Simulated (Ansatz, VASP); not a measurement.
## One calculation of SiC, two programs

Contents of POSCAR:

```
SiC
1.0
    0.0000000000      2.1740000000      2.1740000000
    2.1740000000      0.0000000000      2.1740000000
    2.1740000000      2.1740000000      0.0000000000
Si C
1 1
Direct
    0.0000000000      0.0000000000      0.0000000000
    0.7500000000      0.7500000000      0.7500000000
```

Contents of INCAR.step1:

```
SYSTEM = SiC
PREC = Accurate
ENCUT = 660
ISMEAR = 0
SIGMA = 0.1
LREAL = .FALSE.
LASPH = .TRUE.
NELM = 120
NBANDS = 11
GGA = PE
ALGO = Normal
EDIFF = 1E-5
LWAVE = .TRUE.
LCHARG = .FALSE.
GGA_COMPAT = .FALSE.
```

The input INCAR.step2:

```
SYSTEM = SiC
PREC = Accurate
ENCUT = 660
EDIFF = 1E-6
ISMEAR = 0
SIGMA = 0.1
LREAL = .FALSE.
LASPH = .TRUE.
NELM = 120
ALGO = Normal
ISIF = 2
LWAVE = .FALSE.
LCHARG = .TRUE.
METAGGA = R2SCAN
LMIXTAU = .TRUE.
LELF = .TRUE.
LVHAR = .TRUE.
NBANDS = 11
ISTART = 1
GGA_COMPAT = .FALSE.
```

File KPOINTS:

```
Automatic mesh
0
G
  8 8 8
  0 0 0
```

Input for Ansatz:

```yaml
crystal:
  lattice:
    - [0.0, 2.174, 2.174]
    - [2.174, 0.0, 2.174]
    - [2.174, 2.174, 0.0]
  atoms:
    - { symbol: Si, position: [0.0, 0.0, 0.0] }
    - { symbol: C, position: [0.75, 0.75, 0.75] }
basis:
  ecutwfc: 500
kpoints:
  mp_grid: { grid: [8, 8, 8] }
hamiltonian:
  xc: r2scan
scf:
  occupations: { method: gaussian, width: 0.1 }
output:
  forces: true
  stress: true
  eigenvalues: true
```

Alike in both runs: task single point; functional r2SCAN; k mesh 8 × 8 × 8; occupations gaussian, width 0.1 eV; no spin polarisation.

```csv
,VASP,Ansatz
version,VASP 6.6.1,Ansatz 0.2.0
potentials or method,"VASP PAW PBE potentials, release 64 (Si, C), cutoff 660 eV","scalar-relativistic, plane waves, PAW"
valence electrons in the cell,8,8
```

```csv
,VASP,Ansatz,Ansatz less VASP
gap on the k mesh at the Fermi level (eV),1.72,1.71,-0.013
least direct gap on the mesh (eV),5.07,5.05,-0.014
pressure (GPa),0.9,1.3,+0.40
```

VASP's potentials were made for PBE, not for r2SCAN.
